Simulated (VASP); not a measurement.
Runs of VASP 6.6.1 on BaTiO3. The structure is that of space group Pm-3m (No. 221), or close to it. The cells are those of the table. 

```csv
cell,gap on the mesh (eV),pressure (GPa)
"a = 4.006 Å, 5 atoms",(b),-2.8
"a = 4.006 Å, angles 88.8°, 5 atoms",1.63,-2.7
"a = 4.006 Å, angles 90.6°, 5 atoms",(a),-2.8
"a = 4.006 Å, angles 91.1°, 5 atoms",1.58,-2.7
"a = 4.007 Å, angles 88.3°, 5 atoms",1.59,-2.6
```

Alike in all rows: task single point; level PBEsol; potentials or basis VASP PAW PBE potentials, release 64 (Ba_sv, Ti_sv, O); no spin polarisation; k mesh 6 × 6 × 6; cutoff (eV) 520; smearing gaussian 0.05 eV.

Task: Fill in the values left out.

Result: (a) 1.64; (b) 1.69.

Caveats: the PAW data sets were made with another functional, which shifts forces and pressure a little; spin-orbit coupling is left out, which moves the levels of the heavy elements.

A k mesh can miss the band edges, and the runs leave out spin-orbit coupling on Ba.
